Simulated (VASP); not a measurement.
Crystal: NaCl.

```
Na Cl
1.0
     0.04248    2.85299    2.85299
     2.85299    0.04248    2.85299
     2.85299    2.85299    0.04248
Na Cl
1 1
Direct
  0.00000 0.00000 0.00000
  0.50000 0.50000 0.50000
```

This cell differs from its parent crystal: equal xy, yz and zx shear strains of +1.5 %.

Base run:

| Item | Value |
| --- | --- |
| Program | VASP 6.6.1 |
| Functional | PBE |
| Potentials or basis | VASP PAW PBE potentials, release 64 (Na_pv, Cl) |
| Cutoff | 520 eV |
| k mesh | 7 × 7 × 7 |
| Occupations | fermi-dirac, width 0.03 eV |
| Spin | no spin polarisation |

Its results: band gap on the k mesh 5.03 eV, direct; pressure 0.4 GPa.

**Question.** The run is repeated on the same cell with these changes: further incar settings from ALGO = Normal; EDIFF = 1e-08; NBANDS = 14 to ALGO = Normal; EDIFF = 1e-07; NBANDS = 14; dispersion from none to D3(BJ). What comes out?

**Answer.** Band gap on the k mesh 5.03 eV, direct; pressure -1.2 GPa.

